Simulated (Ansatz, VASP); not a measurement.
## InAs: VASP beside Ansatz

```
In As
1.0
     0.00000    3.02900    3.11987
     3.02900    0.00000    3.11987
     3.02900    3.02900    0.00000
In As
1 1
Cartesian
  0.0000 0.0000 0.0000
  1.5145 1.5145 1.5599
```

Change from the starting cell: z stretched by +3 %, ions relaxed.

Alike in both runs: functional PBE; k mesh 13 × 13 × 13; occupations fermi-dirac, width 0.05 eV; no spin polarisation.

Ansatz relaxed the structure, and its values are those at the end. VASP's run is a single point on that final structure, the one shown.

|  | VASP | Ansatz |
| --- | --- | --- |
| version | VASP 6.6.1 | Ansatz 0.2.0 |
| potentials or method | VASP PAW PBE potentials, release 64 (In_d, As) | plane-wave PAW, scalar-relativistic |
| plane-wave cutoff (eV) | 520 | 420 |
| valence electrons in the cell | 18 | 28 |

Ansatz gave:

```
pressure (GPa) : 1.7
```

Task: Which values does VASP return?

Result: Pressure (GPa): 1.8.

VASP's potentials hold 18 valence electrons a cell and Ansatz's 28, so a difference there can come from the potentials and not from the codes. Ansatz's warnings: stress scf threshold loose.
